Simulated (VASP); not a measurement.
A run of VASP 6.6.1:

INCAR

```
  PREC = Accurate
  ENCUT = 520
  EDIFF = 1E-7
  ISMEAR = 0
  SIGMA = 0.1
  LREAL = F
  LASPH = T
  NELM = 100
  ALGO = Normal
  ISIF = 2
  LWAVE = F
  LCHARG = T
  GGA = PE
  LELF = T
  LVHAR = T
  NBANDS = 20
```

The input KPOINTS:

```
regular mesh
0
Gamma
  4 4 4
```

Contents of POSCAR:

```
RbH2
1.0
    5.9418023238      0.0000000000      0.0000000000
    0.0000000000      5.9418023238      0.0000000000
    0.0000000000      0.0000000000      6.9457289203
Rb H
2 4
Direct
    0.0000000000      0.0000000000      0.0000000000
    0.5000000000      0.5000000000      0.5000000000
    0.4549438244      0.5450561756      0.0000000000
    0.5450561756      0.4549438244      0.0000000000
    0.9549438244      0.9549438244      0.5000000000
    0.0450561756      0.0450561756      0.5000000000
```

Potentials or basis: VASP PAW PBE potentials, release 64 (Rb_sv, H).

The run is started by

```console
$ cat potpaw_PBE.64/Rb_sv/POTCAR potpaw_PBE.64/H/POTCAR > POTCAR
$ mpirun -np 1 vasp_std > vasp.out
```

Hardware: 1 thread of AMD EPYC 9R45 96-Core Processor (Zen 5), with other jobs on the host.

Q: Estimate the wall time of this run.

A: Run time: 71 s on 1 thread of AMD EPYC 9R45 96-Core Processor (Zen 5) (shared host), peak memory 0.33 GiB. Counts: scf iterations 14, k points 18.
